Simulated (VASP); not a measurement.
# Sb3As2 (R-3c) in VASP: further runs

Runs on Sb3As2. Level: PBE. Tasks: single point.

Program: VASP 6.6.1. These are calculated values, not measurements. Logs are shortened: lines on timing, memory, paths and dates and some standing lists are left out, and cuts for length are marked.

## 1. The cell of the first run

It takes space group R-3c (No. 167, trigonal). Conventional cell: a = 6.864 Å, b = 6.864 Å, c = 18.741 Å, α = 90.00°, β = 90.00°, γ = 120.00°. Sb (site symmetry 2) has 4 As at 2.68 to 2.84 Å within 3.5 Å. As (site symmetry 3) has 6 Sb at 2.68 to 2.84 Å within 3.5 Å.

## 2. Single point, PBE

INCAR reads:

```
SYSTEM = Sb3As2
ALGO = Normal ; EDIFF = 1E-6
ENCUT = 520 ; GGA = PE
ISIF = 2 ; ISMEAR = 0
LASPH = .TRUE. ; LCHARG = .FALSE.
LREAL = .FALSE. ; LWAVE = .FALSE.
NBANDS = 36 ; NELM = 80
PREC = Accurate ; SIGMA = 0.1
```

KPOINTS reads:

```
k-points
0
G
  3 3 3
  0 0 0
```

POSCAR reads:

```
Sb3As2
1.0
    3.4321732093      1.9815661263      6.2470706525
   -3.4321732093      1.9815661263      6.2470706525
    0.0000000000     -3.9631322527      6.2470706525
Sb As
6 4
Direct
    0.0562500000      0.4437500000      0.7500000000
    0.7500000000      0.0562500000      0.4437500000
    0.4437500000      0.7500000000      0.0562500000
    0.9437500000      0.5562500000      0.2500000000
    0.2500000000      0.9437500000      0.5562500000
    0.5562500000      0.2500000000      0.9437500000
    0.8521800000      0.8521800000      0.8521800000
    0.6478200000      0.6478200000      0.6478200000
    0.1478200000      0.1478200000      0.1478200000
    0.3521800000      0.3521800000      0.3521800000
```

Potentials or basis: VASP PAW PBE potentials, release 64 (Sb, As).

Run with:

```
$ cat potpaw_PBE.64/Sb/POTCAR potpaw_PBE.64/As/POTCAR > POTCAR
$ mpirun -np 1 vasp_std > vasp.out
```

OUTCAR:

```text
SYSTEM = Sb3As2
   EDIFF = 1E-6
   ENCUT = 520
   GGA = PE
   ISIF = 2
   ISMEAR = 0
   LASPH = .TRUE.
   LREAL = .FALSE.
   NELM = 80
   PREC = Accurate

 ion  position               nearest neighbor table
   1  0.056  0.444  0.750-   9 2.68  10 2.68   7 2.84   8 2.84   2 3.64   3 3.64   4 3.78   4 3.78

   2  0.750  0.056  0.444-  10 2.68   9 2.68   8 2.84   7 2.84   1 3.64   3 3.64   5 3.78   5 3.78

   3  0.444  0.750  0.056-   9 2.68  10 2.68   7 2.84   8 2.84   1 3.64   2 3.64   6 3.78   6 3.78

   4  0.944  0.556  0.250-   7 2.68   8 2.68   9 2.84  10 2.84   6 3.64   5 3.64   1 3.78   1 3.78

   5  0.250  0.944  0.556-   8 2.68   7 2.68  10 2.84   9 2.84   4 3.64   6 3.64   2 3.78   2 3.78

   6  0.556  0.250  0.944-   7 2.68   8 2.68   9 2.84  10 2.84   4 3.64   5 3.64   3 3.78   3 3.78

   7  0.852  0.852  0.852-   6 2.68   5 2.68   4 2.68   1 2.84   3 2.84   2 2.84
   8  0.648  0.648  0.648-   5 2.68   6 2.68   4 2.68   1 2.84   2 2.84   3 2.84
   9  0.148  0.148  0.148-   3 2.68   2 2.68   1 2.68   4 2.84   6 2.84   5 2.84
  10  0.352  0.352  0.352-   2 2.68   3 2.68   1 2.68   4 2.84   5 2.84   6 2.84

  LATTYP: Found a trigonal (rhomboedric) cell.
 ALAT       =     7.3981287491
 COS(alpha) =     0.5695481095

  Lattice vectors:

 A1 = (   3.4321732093,   1.9815661263,   6.2470706525)
 A2 = (  -3.4321732093,   1.9815661263,   6.2470706525)
 A3 = (   0.0000000000,  -3.9631322527,   6.2470706525)

Analysis of symmetry for initial positions (statically):
=====================================================================
 Subroutine PRICEL returns:
 Original cell was already a primitive cell.

 Routine SETGRP: Setting up the symmetry group for a
 trigonal (rhombohedral) supercell.

 Subroutine GETGRP returns: Found 12 space group operations
 (whereof  6 operations were pure point group operations)
 out of a pool of 12 trial point group operations.

The static configuration has the point symmetry S_6 .
 The point group associated with its full space group is D_3d.

Analysis of symmetry for dynamics (positions and initial velocities):
=====================================================================
 Subroutine PRICEL returns:
 Original cell was already a primitive cell.

 Routine SETGRP: Setting up the symmetry group for a
 trigonal (rhombohedral) supercell.

 Subroutine GETGRP returns: Found 12 space group operations
 (whereof  6 operations were pure point group operations)
 out of a pool of 12 trial point group operations.

The dynamic configuration has the point symmetry S_6 .
 The point group associated with its full space group is D_3d.

 Subroutine INISYM returns: Found 12 space group operations
 (whereof  6 operations are pure point group operations),
 and found     1 'primitive' translations

----------------------------------------------------------------------------------------

                                     Primitive cell

  volume of cell :     254.9209

  direct lattice vectors                    reciprocal lattice vectors
     3.432173209  1.981566126  6.247070652     0.145680293  0.084108557  0.053358342
    -3.432173209  1.981566126  6.247070652    -0.145680293  0.084108557  0.053358342
     0.000000000 -3.963132253  6.247070652     0.000000000 -0.168217113  0.053358342

  length of vectors
     7.398128749  7.398128749  7.398128749     0.176476939  0.176476939  0.176476939

  position of ions in fractional coordinates (direct lattice)
     0.056250000  0.443750000  0.750000000
     0.750000000  0.056250000  0.443750000
     0.443750000  0.750000000  0.056250000
     0.943750000  0.556250000  0.250000000
     0.250000000  0.943750000  0.556250000
     0.556250000  0.250000000  0.943750000
     0.852180000  0.852180000  0.852180000
     0.647820000  0.647820000  0.647820000
     0.147820000  0.147820000  0.147820000
     0.352180000  0.352180000  0.352180000

  ion indices of the primitive-cell ions
   primitive index   ion index
                 1           1
                 2           2
                 3           3
                 4           4
                 5           5
                 6           6
                 7           7
                 8           8
                 9           9
                10          10

----------------------------------------------------------------------------------------

 KPOINTS: k-points

Automatic generation of k-mesh.
 Grid dimensions read from file:
 generate k-points for:    3    3    3

 Generating k-lattice:

  Cartesian coordinates                     Fractional coordinates (reciprocal lattice)
     0.048560098  0.028036186  0.017786114     0.333333333 -0.000000000 -0.000000000
    -0.048560098  0.028036186  0.017786114    -0.000000000  0.333333333 -0.000000000
     0.000000000 -0.056072371  0.017786114    -0.000000000 -0.000000000  0.333333333

  Length of vectors
     0.058825646  0.058825646  0.058825646

  Shift w.r.t. Gamma in fractional coordinates (k-lattice)
     0.000000000  0.000000000  0.000000000

 Subroutine IBZKPT returns following result:
 ===========================================

 Found      6 irreducible k-points:

 Following reciprocal coordinates:
            Coordinates               Weight
  0.000000  0.000000  0.000000      1.000000
  0.333333  0.000000  0.000000      6.000000
  0.333333  0.333333  0.000000      6.000000
 -0.333333  0.333333  0.000000      6.000000
  0.333333  0.333333  0.333333      2.000000
 -0.333333  0.333333  0.333333      6.000000
   k-points           NKPTS =      6   k-points in BZ     NKDIM =      6   number of bands    NBANDS=     36
   number of dos      NEDOS =    301   number of ions     NIONS =     10
   total plane-waves  NPLWV = 175616
   dimension x,y,z NGX =    56 NGY =   56 NGZ =   56
   dimension x,y,z NGXF=   112 NGYF=  112 NGZF=  112
   ions per type =               6   4
   NGX,Y,Z   is equivalent  to a cutoff of  12.58, 12.58, 12.58 a.u.
   NGXF,Y,Z  is equivalent  to a cutoff of  25.17, 25.17, 25.17 a.u.
 SYSTEM =  Sb3As2
   PREC   = accura    normal or accurate (medium, high low for compatibility)
   ISTART =      0    job   : 0-new  1-cont  2-samecut
   ICHARG =      2    charge: 1-file 2-atom 10-const
   ISPIN  =      1    spin polarized calculation?
   LNONCOLLINEAR =      F non collinear calculations
   LSORBIT =      F    spin-orbit coupling
   LASPH  =      T    aspherical Exc in radial PAW
   ENCUT  =  520.0 eV  38.22 Ry    6.18 a.u.  13.76 13.76 13.76*2*pi/ulx,y,z
   NELM   =     80;   NELMIN=  2; NELMDL= -5     # of ELM steps
   EDIFF  = 0.1E-05   stopping-criterion for ELM
   LREAL  =      F    real-space projection
   EDIFFG = 0.1E-04   stopping-criterion for IOM
   NSW    =      0    number of steps for IOM
   IBRION =     -1    ionic relax: 0-MD 1-quasi-New 2-CG
   NFREE  =      0    steps in history (QN), initial steepest desc. (CG)
   ISIF   =      2    stress and relaxation
   ISYM   =      2    0-nonsym 1-usesym 2-fastsym
   POTIM  = 0.5000    time-step for ionic-motion
   TEBEG  =    0.0;   TEEND  =   0.0 temperature during run
   PSTRESS=    0.0 pullay stress
   NELECT =      50.0000    total number of electrons
   NUPDOWN=      -1.0000    fix difference up-down
   EMIN   =  10.00;   EMAX   =-10.00  energy-range for DOS
   EFERMI =   0.00;   METHOD = LEGACY
   ISMEAR =     0;   SIGMA  =   0.10  broadening in eV -4-tet -1-fermi 0-gaus
   EFERMI_NEDOS =   21; number of points for ismear=-14 and -15
   IALGO  =     38    algorithm
   IMIX   =      4    mixing-type and parameters
     AMIX     =   0.40;   BMIX     =  1.00
     AMIX_MAG =   1.60;   BMIX_MAG =  1.00
  volume/ion in A,a.u.               =      25.49       172.03
  Fermi-wavevector in a.u.,A,eV,Ry     =   0.951181  1.797471 12.309799  0.904745
  Thomas-Fermi vector in A             =   2.079627
   LORBIT       =      0    0 simple, 1 ext, 2 COOP (PROOUT), +10 PAW based schemes
   GGA     = PE    functional components
   LHFCALC =     F    Hartree Fock is set to
   AEXX    =    0.0000 exact exchange contribution
   IVDW    =     0    specifies the selected vdW correction
   LEPSILON=     F    determine dielectric tensor
   LRPA    =     F    only Hartree local field effects (RPA)
 non-spin polarized calculation
 Gauss-broadening in eV      SIGMA  =   0.10
  energy-cutoff  :      520.00
  volume of cell :      254.92
 maximum number of plane-waves:      6899
   NGX = 27   NGY = 27   NGZ = 27

 number of electron      50.0000000 magnetization

 Free energy of the ion-electron system (eV)
  ---------------------------------------------------
  ext. energy  EPLUGINS =         0.00000000
  ---------------------------------------------------
  free energy    TOTEN  =       -39.41105638 eV

  energy without entropy =      -39.39172195  energy(sigma->0) =      -39.40138917

 E-fermi :   7.0721     XC(G=0):  -9.8603

 val. band max:        7.0417551745   @ k =   0.0000   0.0000   0.0000
 cond. band min:       7.0779062759   @ k =   0.3333   0.3333   0.3333
 fundamental gap:      0.0361511014
 Fermi energy:         7.0721494888

 k-point     1 :       0.0000    0.0000    0.0000
  band No.  band energies     occupation
      1      -7.2231      2.00000
      2      -5.0678      2.00000
      3      -4.8729      2.00000
      4      -4.2576      2.00000
      5      -3.0940      2.00000
      6      -2.7915      2.00000
[... 28 lines left out ...]
     35      10.4277      0.00000
     36      10.4277      0.00000

 k-point     2 :       0.3333    0.0000    0.0000
  band No.  band energies     occupation
      1      -6.8008      2.00000
      2      -5.6868      2.00000
      3      -5.1175      2.00000
      4      -4.7606      2.00000
      5      -2.8301      2.00000
      6      -2.5814      2.00000
[... 28 lines left out ...]
     35      10.2739      0.00000
     36      10.7569      0.00000

 k-point     3 :       0.3333    0.3333    0.0000
  band No.  band energies     occupation
      1      -6.7109      2.00000
      2      -5.4543      2.00000
      3      -5.3225      2.00000
      4      -5.0884      2.00000
      5      -3.1659      2.00000
      6      -2.9839      2.00000
[... 28 lines left out ...]
     35      10.5914      0.00000
     36      10.9346      0.00000

 k-point     4 :      -0.3333    0.3333    0.0000
  band No.  band energies     occupation
      1      -6.1360      2.00000
      2      -6.0795      2.00000
      3      -5.4283      2.00000
      4      -5.3017      2.00000
      5      -2.9836      2.00000
      6      -2.5096      2.00000
[... 28 lines left out ...]
     35      10.3388      0.00000
     36      10.6411      0.00000

 k-point     5 :       0.3333    0.3333    0.3333
  band No.  band energies     occupation
      1      -6.8865      2.00000
      2      -5.9517      2.00000
      3      -4.7504      2.00000
      4      -4.4540      2.00000
      5      -2.6879      2.00000
      6      -2.6879      2.00000
[... 28 lines left out ...]
     35      10.3747      0.00000
     36      10.9579      0.00000

 k-point     6 :      -0.3333    0.3333    0.3333
  band No.  band energies     occupation
      1      -6.2997      2.00000
      2      -6.1277      2.00000
      3      -5.4134      2.00000
      4      -4.9678      2.00000
      5      -3.0946      2.00000
      6      -2.4159      2.00000
[... 28 lines left out ...]
     35      10.4486      0.00000
     36      11.1114      0.00000

------------------------ aborting loop because EDIFF is reached ----------------------------------------

  FORCE on cell =-STRESS in cart. coord.  units (eV):
  Direction    XX          YY          ZZ          XY          YZ          ZX
  --------------------------------------------------------------------------------------
  -------------------------------------------------------------------------------------
  Total       16.2074467     16.2074467     10.2030812      0.0000000     -0.0000000      0.0000000
  in kB      101.8637712    101.8637712     64.1263453      0.0000000     -0.0000000      0.0000000
  external PRESSURE =      89.2846292 kB  Pullay stress =       0.0000000 kB

 VOLUME and BASIS-vectors are now :
 -----------------------------------------------------------------------------
  energy-cutoff  :      520.00
  volume of cell :      254.92
      direct lattice vectors                 reciprocal lattice vectors
     3.432173209  1.981566126  6.247070652     0.145680293  0.084108557  0.053358342
    -3.432173209  1.981566126  6.247070652    -0.145680293  0.084108557  0.053358342
     0.000000000 -3.963132253  6.247070652     0.000000000 -0.168217113  0.053358342

 POSITION                                       TOTAL-FORCE (eV/Angst)
 -----------------------------------------------------------------------------------
     -1.32997     -1.98157      7.80884        -0.260799      0.000000      0.000000
      2.38107     -0.16100      7.80884         0.130400     -0.225859      0.000000
     -1.05110      2.14257      7.80884         0.130400      0.225859      0.000000
      1.32997      1.98157     10.93237         0.260799      0.000000      0.000000
     -2.38107      0.16100     10.93237        -0.130400      0.225859      0.000000
      1.05110     -2.14257     10.93237        -0.130400     -0.225859      0.000000
      0.00000     -0.00000     15.97089        -0.000000      0.000000     -0.601336
      0.00000     -0.00000     12.14093        -0.000000     -0.000000      0.601336
      0.00000     -0.00000      2.77033        -0.000000     -0.000000      0.601336
      0.00000     -0.00000      6.60028        -0.000000      0.000000     -0.601336
 -----------------------------------------------------------------------------------
    total drift:                               -0.000000     -0.000000      0.000000

  FREE ENERGIE OF THE ION-ELECTRON SYSTEM (eV)
  ---------------------------------------------------
  free  energy   TOTEN  =       -39.4110563845 eV

  energy  without entropy=      -39.3917219538  energy(sigma->0) =      -39.40138917
```

Wall time 49 s (1 thread of AMD EPYC 9R45 (Zen 5), shared host); peak memory 0.39 GiB.

Results:

```
Free energy            : -39.4111 eV
Pressure               : 8.9 GPa
Largest force          : 0.601 eV/Å
Band gap on the k mesh : zero (band 25 reaches 7.46 eV, above the bottom of band 26 at 7.08 eV)
```

Forces on the atoms (eV/Å):
```
Sb  -0.261  0.000  0.000
Sb   0.130 -0.226  0.000
Sb   0.130  0.226  0.000
Sb   0.261  0.000  0.000
Sb  -0.130  0.226  0.000
Sb  -0.130 -0.226  0.000
As   0.000  0.000 -0.601
As   0.000  0.000  0.601
As   0.000  0.000  0.601
As   0.000  0.000 -0.601
```

Caveat: the k points lie up to 0.37 Å⁻¹ apart; spin-orbit coupling is left out, which moves the levels of the heavy elements.

## 3. Single point, PBE

This run uses another cell than the first one, of 29.25 Å³/atom, 1.147 times its volume.

INCAR reads:

```
PREC     = Accurate       # precision mode
ENCUT    = 520            # plane-wave cutoff, eV
EDIFF    = 1E-6           # SCF threshold, eV
ISMEAR   = 0              # smearing method
SIGMA    = 0.1            # smearing width, eV
LREAL    = F              # projectors in reciprocal space
LASPH    = T              # aspherical terms in the spheres
NELM     = 60             # most SCF steps
ALGO     = Normal         # electronic algorithm
ISIF     = 2              # what is computed and relaxed
LWAVE    = F              # write WAVECAR
LCHARG   = F              # write CHGCAR
GGA      = PE             # functional
NBANDS   = 36             # bands
```

KPOINTS reads:

```
Automatic mesh
0
Gamma
  3 3 3
```

POSCAR reads:

```
Sb3As2
1.0
    3.7060059398      2.1396635270      6.1475454180
   -3.7060059398      2.1396635270      6.1475454180
    0.0000000000     -4.2793270540      6.1475454180
Sb As
6 4
Direct
    0.0340802550      0.4659197450      0.7500000000
    0.7500000000      0.0340802550      0.4659197450
    0.4659197450      0.7500000000      0.0340802550
    0.9659197450      0.5340802550      0.2500000000
    0.2500000000      0.9659197450      0.5340802550
    0.5340802550      0.2500000000      0.9659197450
    0.8554205501      0.8554205501      0.8554205501
    0.6445794499      0.6445794499      0.6445794499
    0.1445794499      0.1445794499      0.1445794499
    0.3554205501      0.3554205501      0.3554205501
```

Potentials or basis: VASP PAW PBE potentials, release 64 (Sb, As).

Run with:

```
$ cat potpaw_PBE.64/Sb/POTCAR potpaw_PBE.64/As/POTCAR > POTCAR
$ mpirun -np 1 vasp_std > vasp.out
```

Run time: 46 s. Hardware: 1 thread of AMD EPYC 9R45 (Zen 5), shared host; peak memory 0.38 GiB.

It converged, with:

```yaml
Free_energy: -40.5463 eV
Pressure: 0.1 GPa
Largest_force: 0.010 eV/Å
Band_gap_on_the_k_mesh: zero (band 25 reaches 5.98 eV, above the bottom of band 26 at 5.49 eV)
```

Forces on the atoms (eV/Å):
```
Sb   0.002  0.000  0.000
Sb  -0.001  0.002  0.000
Sb  -0.001 -0.002  0.000
Sb  -0.002  0.000  0.000
Sb   0.001 -0.002  0.000
Sb   0.001  0.002  0.000
As   0.000  0.000  0.010
As   0.000  0.000 -0.010
As   0.000  0.000 -0.010
As   0.000  0.000  0.010
```

Levels at points of the mesh, in eV from the Fermi level:
| k point | band 21 | band 22 | band 23 | band 24 | band 25 | band 26 | band 27 | band 28 | band 29 | band 30 |
| --- | --- | --- | --- | --- | --- | --- | --- | --- | --- | --- |
| (0.00, 0.00, 0.00) | -0.84 | -0.76 | -0.04 | -0.04 | 0.44 | 0.44 | 0.53 | 1.26 | 1.26 | 1.66 |

Caveat: spin-orbit coupling is left out, which moves the levels of the heavy elements.
